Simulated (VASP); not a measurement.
# Pt (Fm-3m) in VASP: further runs

Runs on Pt. Level: r2SCAN. Tasks: single point.

Everything below comes from runs of VASP 6.6.1. Logs are shortened: lines on timing, memory, paths and dates and some standing lists are left out, and cuts for length are marked.

**1. The cell of the first run**

The structure is cubic, space group Fm-3m (No. 225). The conventional cell has a = 3.842 Å, b = 3.842 Å, c = 3.842 Å, α = 90.00°, β = 90.00°, γ = 90.00°. Pt (site symmetry m-3m) has 12 Pt at 2.72 Å within 3.6 Å.

**2. Single point, r2SCAN (14.18 Å³/atom)**

File POSCAR:

```
Pt
1.0
    0.0000000000      1.9208704006      1.9208704006
    1.9208704006      0.0000000000      1.9208704006
    1.9208704006      1.9208704006      0.0000000000
Pt
1
Direct
    0.0000000000      0.0000000000      0.0000000000
```

File INCAR.step1:

```
SYSTEM = Pt
PREC = Accurate ; ENCUT = 550
ISMEAR = -1 ; SIGMA = 0.05
LREAL = .FALSE. ; LASPH = .TRUE.
NELM = 120 ; NBANDS = 11
GGA = PE ; ALGO = Normal
EDIFF = 1E-5 ; LWAVE = .TRUE.
LCHARG = .FALSE. ; GGA_COMPAT = .FALSE.
```

File INCAR.step2:

```
SYSTEM = Pt
PREC = Accurate ; ENCUT = 550
EDIFF = 1E-6 ; ISMEAR = -1
SIGMA = 0.05 ; LREAL = .FALSE.
LASPH = .TRUE. ; NELM = 120
ALGO = Normal ; ISIF = 2
LWAVE = .FALSE. ; LCHARG = .FALSE.
METAGGA = R2SCAN ; LMIXTAU = .TRUE.
NBANDS = 11 ; ISTART = 1
GGA_COMPAT = .FALSE.
```

File KPOINTS:

```
regular mesh
0
G
  12 12 12
  0 0 0
```

Potentials or basis: VASP PAW PBE potentials, release 64 (Pt).

The run is started by

```sh
$ cat potpaw_PBE.64/Pt/POTCAR > POTCAR
$ cp INCAR.step1 INCAR
$ mpirun -np 1 vasp_std > vasp.out
$ cp INCAR.step2 INCAR
$ mpirun -np 1 vasp_std > vasp.out
```

OUTCAR:

```text
SYSTEM = Pt
   PREC = Accurate
   ENCUT = 550
   EDIFF = 1E-6
   ISMEAR = -1
   LREAL = .FALSE.
   LASPH = .TRUE.
   NELM = 120
   ISIF = 2
   METAGGA = R2SCAN
   ISTART = 1

 ion  position               nearest neighbor table
   1  0.000  0.000  0.000-

  LATTYP: Found a face centered cubic cell.
 ALAT       =     3.8417408012

  Lattice vectors:

 A1 = (   0.0000000000,   1.9208704006,   1.9208704006)
 A2 = (   1.9208704006,   0.0000000000,   1.9208704006)
 A3 = (   1.9208704006,   1.9208704006,   0.0000000000)

Analysis of symmetry for initial positions (statically):
=====================================================================
 Subroutine PRICEL returns:
 Original cell was already a primitive cell.

 Routine SETGRP: Setting up the symmetry group for a
 face centered cubic supercell.

 Subroutine GETGRP returns: Found 48 space group operations
 (whereof 48 operations were pure point group operations)
 out of a pool of 48 trial point group operations.

The static configuration has the point symmetry O_h .

Analysis of symmetry for dynamics (positions and initial velocities):
=====================================================================
 Subroutine PRICEL returns:
 Original cell was already a primitive cell.

 Routine SETGRP: Setting up the symmetry group for a
 face centered cubic supercell.

 Subroutine GETGRP returns: Found 48 space group operations
 (whereof 48 operations were pure point group operations)
 out of a pool of 48 trial point group operations.

The dynamic configuration has the point symmetry O_h .

 Subroutine INISYM returns: Found 48 space group operations
 (whereof 48 operations are pure point group operations),
 and found     1 'primitive' translations

----------------------------------------------------------------------------------------

                                     Primitive cell

  volume of cell :      14.1750

  direct lattice vectors                    reciprocal lattice vectors
     0.000000000  1.920870401  1.920870401    -0.260298665  0.260298665  0.260298665
     1.920870401  0.000000000  1.920870401     0.260298665 -0.260298665  0.260298665
     1.920870401  1.920870401  0.000000000     0.260298665  0.260298665 -0.260298665

  length of vectors
     2.716520972  2.716520972  2.716520972     0.450850512  0.450850512  0.450850512

  position of ions in fractional coordinates (direct lattice)
     0.000000000  0.000000000  0.000000000

  ion indices of the primitive-cell ions
   primitive index   ion index
                 1           1

[... 77 lines left out ...]
   ISIF   =      2    stress and relaxation
   ISYM   =      2    0-nonsym 1-usesym 2-fastsym
   POTIM  = 0.5000    time-step for ionic-motion
   TEBEG  =    0.0;   TEEND  =   0.0 temperature during run
   PSTRESS=    0.0 pullay stress
   NELECT =      10.0000    total number of electrons
   NUPDOWN=      -1.0000    fix difference up-down
   EMIN   =  10.00;   EMAX   =-10.00  energy-range for DOS
   EFERMI =   0.00;   METHOD = LEGACY
   ISMEAR =    -1;   SIGMA  =   0.05  broadening in eV -4-tet -1-fermi 0-gaus
   EFERMI_NEDOS =   21; number of points for ismear=-14 and -15
   IALGO  =     38    algorithm
   IMIX   =      4    mixing-type and parameters
     AMIX     =   0.40;   BMIX     =  1.00
     AMIX_MAG =   1.60;   BMIX_MAG =  1.00
  volume/ion in A,a.u.               =      14.18        95.66
  Fermi-wavevector in a.u.,A,eV,Ry     =   1.457360  2.754011 28.897379  2.123897
  Thomas-Fermi vector in A             =   2.574170
   LORBIT       =      0    0 simple, 1 ext, 2 COOP (PROOUT), +10 PAW based schemes
   METAGGA = R2SCAN    functional components
   LHFCALC =     F    Hartree Fock is set to
   AEXX    =    0.0000 exact exchange contribution
   IVDW    =     0    specifies the selected vdW correction
   LEPSILON=     F    determine dielectric tensor
   LRPA    =     F    only Hartree local field effects (RPA)
 non-spin polarized calculation
  energy-cutoff  :      550.00
  volume of cell :       14.18
 maximum number of plane-waves:       432
 NGX is ok and might be reduce to    24
   NGX = 11   NGY = 11   NGZ = 11

 number of electron      10.0000001 magnetization

 Free energy of the ion-electron system (eV)
  ---------------------------------------------------
  ext. energy  EPLUGINS =         0.00000000
  ---------------------------------------------------
  free energy    TOTEN  =       -51.42168310 eV

  energy without entropy =      -51.40764571  energy(sigma->0) =      -51.41466441

 E-fermi :  12.2831     XC(G=0): -15.0728

 val. band max:       12.2752410873   @ k =   0.4167   0.3333   0.0000
 cond. band min:      12.2845158529   @ k =   0.4167   0.2500   0.0000
 fundamental gap:      0.0092747656
 Fermi energy:        12.2830610175

 k-point     1 :       0.0000    0.0000    0.0000
  band No.  band energies     occupation
      1       1.0119      2.00000
      2       7.9292      2.00000
      3       7.9292      2.00000
      4       7.9292      2.00000
      5      10.3374      2.00000
      6      10.3374      2.00000
      7      27.5263      0.00000
      8      33.0712      0.00000
      9      33.0712      0.00000
     10      33.0712      0.00000
     11      39.1762      0.00000
[... 309 lines left out ...]
 k-point    24 :      -0.4167    0.1667    0.0000
  band No.  band energies     occupation
      1       4.8897      2.00000
      2       7.1662      2.00000
      3       8.5896      2.00000
      4       8.9938      2.00000
      5      11.9178      1.99866
      6      15.6335      0.00000
      7      19.0798      0.00000
      8      28.1913      0.00000
      9      30.4183      0.00000
     10      32.3249      0.00000
     11      41.1328      0.00000

 [... further k-points ...]

------------------------ aborting loop because EDIFF is reached ----------------------------------------

  FORCE on cell =-STRESS in cart. coord.  units (eV):
  Direction    XX          YY          ZZ          XY          YZ          ZX
  --------------------------------------------------------------------------------------
  -------------------------------------------------------------------------------------
  Total        2.3674048      2.3674048      2.3674048      0.0000000      0.0000000      0.0000000
  in kB      267.5832414    267.5832414    267.5832414      0.0000000      0.0000000      0.0000000
  external PRESSURE =     267.5832414 kB  Pullay stress =       0.0000000 kB

 VOLUME and BASIS-vectors are now :
 -----------------------------------------------------------------------------
  energy-cutoff  :      550.00
  volume of cell :       14.18
      direct lattice vectors                 reciprocal lattice vectors
     0.000000000  1.920870401  1.920870401    -0.260298665  0.260298665  0.260298665
     1.920870401  0.000000000  1.920870401     0.260298665 -0.260298665  0.260298665
     1.920870401  1.920870401  0.000000000     0.260298665  0.260298665 -0.260298665

 POSITION                                       TOTAL-FORCE (eV/Angst)
 -----------------------------------------------------------------------------------
      0.00000      0.00000      0.00000         0.000000      0.000000      0.000000
 -----------------------------------------------------------------------------------
    total drift:                                0.000000      0.000000     -0.000000

  FREE ENERGIE OF THE ION-ELECTRON SYSTEM (eV)
  ---------------------------------------------------
  free  energy   TOTEN  =       -51.4216831025 eV

  energy  without entropy=      -51.4076457134  energy(sigma->0) =      -51.41466441
```

OUTCAR.step1:

```text
SYSTEM = Pt
   PREC = Accurate
   ENCUT = 550
   ISMEAR = -1
   LREAL = .FALSE.
   LASPH = .TRUE.
[... 553 lines left out ...]
 -----------------------------------------------------------------------------------
      0.00000      0.00000      0.00000         0.000000      0.000000      0.000000
 -----------------------------------------------------------------------------------
    total drift:                               -0.000000      0.000000      0.000000

  FREE ENERGIE OF THE ION-ELECTRON SYSTEM (eV)
  ---------------------------------------------------
  free  energy   TOTEN  =        -5.9792861088 eV

  energy  without entropy=       -5.9644828509  energy(sigma->0) =       -5.97188448
```

OSZICAR.step1:

```text
N       E                     dE             d eps       ncg     rms          rms(c)
DAV:   1     0.424336767991E+02    0.42434E+02   -0.55893E+03  1592   0.895E+02
DAV:   2    -0.568839284808E+01   -0.48122E+02   -0.46182E+02  1823   0.186E+02
DAV:   3    -0.633928849620E+01   -0.65090E+00   -0.64855E+00  1851   0.204E+01
DAV:   4    -0.634155761838E+01   -0.22691E-02   -0.22690E-02  1833   0.145E+00
DAV:   5    -0.634157391090E+01   -0.16293E-04   -0.16292E-04  1848   0.114E-01    0.156E+01
DAV:   6    -0.603036800328E+01    0.31121E+00   -0.60777E-01  1737   0.641E+00    0.832E+00
DAV:   7    -0.598351057126E+01    0.46857E-01   -0.16783E-01  1809   0.326E+00    0.254E+00
DAV:   8    -0.597972098866E+01    0.37896E-02   -0.12920E-02  1713   0.998E-01    0.688E-01
DAV:   9    -0.597928257828E+01    0.43841E-03   -0.72882E-04  1779   0.233E-01    0.470E-02
DAV:  10    -0.597928610882E+01   -0.35305E-05   -0.94065E-06  1353   0.242E-02
   1 F= -.59792861E+01 E0= -.59718845E+01  d E =-.148033E-01
```

Wall time 35 s (1 thread of Intel Xeon Platinum 8259CL at 2.50GHz (Skylake/Cascade Lake), shared host); peak memory 0.15 GiB.

Results:

| Quantity | Value |
| --- | --- |
| Free energy | -51.4217 eV |
| Pressure | 26.8 GPa |
| Band gap on the k mesh | zero (bands 5 and 6 overlap by 2.65 eV) |

Caveat: the cell stands under pressure; the PAW data sets were made with another functional, which shifts forces and pressure a little; spin-orbit coupling is left out, which moves the levels of the heavy elements.

**3. Single point, r2SCAN (15.38 Å³/atom)**

This run uses another cell than the first one, of 15.38 Å³/atom.

File POSCAR:

```
Pt
1.0
    0.0000000000      1.9738864712      1.9738864712
    1.9738864712      0.0000000000      1.9738864712
    1.9738864712      1.9738864712      0.0000000000
Pt
1
Direct
    0.0000000000      0.0000000000      0.0000000000
```

File INCAR.step1:

```
PREC = Accurate ; ENCUT = 550
ISMEAR = -1 ; SIGMA = 0.05
LREAL = False ; LASPH = True
NELM = 120 ; NBANDS = 11
GGA = PE ; ALGO = Normal
EDIFF = 1E-5 ; LWAVE = True
LCHARG = False ; GGA_COMPAT = False
```

File INCAR.step2:

```
PREC = Accurate ; ENCUT = 550
EDIFF = 1E-6 ; ISMEAR = -1
SIGMA = 0.05 ; LREAL = False
LASPH = True ; NELM = 120
ALGO = Normal ; ISIF = 2
LWAVE = False ; LCHARG = False
METAGGA = R2SCAN ; LMIXTAU = True
NBANDS = 11 ; ISTART = 1
GGA_COMPAT = False
```

File KPOINTS:

```
Automatic mesh
0
Gamma
  12 12 12
```

Potentials or basis: VASP PAW PBE potentials, release 64 (Pt).

The run is started by

```sh
$ cat potpaw_PBE.64/Pt/POTCAR > POTCAR
$ cp INCAR.step1 INCAR
$ mpirun -np 1 vasp_std > vasp.out
$ cp INCAR.step2 INCAR
$ mpirun -np 1 vasp_std > vasp.out
```

Run time: 34 s. Hardware: 1 thread of Intel Xeon Platinum 8259CL at 2.50GHz (Skylake/Cascade Lake), shared host; peak memory 0.15 GiB.

The run converged. Its results:

```yaml
Free_energy: -51.5115 eV
Pressure: -0.7 GPa
Band_gap_on_the_k_mesh: zero (bands 5 and 6 overlap by 2.30 eV)
```

Levels at points of the mesh, in eV from the Fermi level:
| k point | band 1 | band 2 | band 3 | band 4 | band 5 | band 6 | band 7 | band 8 | band 9 | band 10 |
| --- | --- | --- | --- | --- | --- | --- | --- | --- | --- | --- |
| (0.00, 0.00, 0.00) | -10.29 | -3.81 | -3.81 | -3.81 | -1.71 | -1.71 | 15.51 | 20.57 | 20.57 | 20.57 |
| (0.50, 0.00, 0.00) | -7.38 | -3.90 | -3.90 | -0.24 | 0.01 | 0.01 | 5.99 | 15.15 | 19.79 | 19.79 |
| (0.50, 0.50, 0.00) | -7.09 | -6.67 | -0.07 | 0.49 | 0.49 | 1.97 | 9.11 | 11.94 | 11.94 | 21.02 |

Caveat: the PAW data sets were made with another functional, which shifts forces and pressure a little; spin-orbit coupling is left out, which moves the levels of the heavy elements.
